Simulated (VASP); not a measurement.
Wanted: the native input for a VASP 6.6.1 run.

- Task: single point
- Functional: LDA
- Potentials or basis: VASP PAW LDA potentials, release 64 (Zr_sv, B)
- Cutoff: 520 eV
- k mesh: 18 × 18 × 18
- Occupations: gaussian, width 0.15 eV
- Spin: no spin polarisation
- Dipole correction: no
- Further INCAR settings: ALGO = Normal; EDIFF = 1e-06; NBANDS = 14

The structure of ZrB lies in POSCAR:

```
ZrB
1.0
    0.0000000000      2.6119667088      2.3134189140
    2.6119667088      0.0000000000      2.3134189140
    2.6119667088      2.6119667088      0.0000000000
Zr B
1 1
Direct
    0.0000000000      0.0000000000      0.0000000000
    0.5000000000      0.5000000000      0.5000000000
```

This cell differs from its parent crystal: volume 15.783 Å^3 an atom, c/a of the conventional cell 0.8857.

One way to write it, as run:

INCAR

```
SYSTEM = ZrB
ALGO = Normal ; EDIFF = 1E-6
ENCUT = 520 ; GGA = CA
ISIF = 2 ; ISMEAR = 0
LASPH = .True. ; LCHARG = .False.
LREAL = .False. ; LWAVE = .False.
NBANDS = 14 ; NELM = 100
PREC = Accurate ; SIGMA = 0.15
```

KPOINTS

```
k-points
0
Gamma
  18 18 18
  0 0 0
```

Potentials or basis: VASP PAW LDA potentials, release 64 (Zr_sv, B).

Launch:

```bash
$ cat potpaw_LDA.64/Zr_sv/POTCAR potpaw_LDA.64/B/POTCAR > POTCAR
$ mpirun -np 1 vasp_std > vasp.out
```

Results of the run:

```json
{
 "Pressure": "-12.6 GPa"
}
```

It took 2.5 min on 1 thread of AMD EPYC 9R45 (Zen 5), with other jobs on the host, peak memory 0.28 GiB.
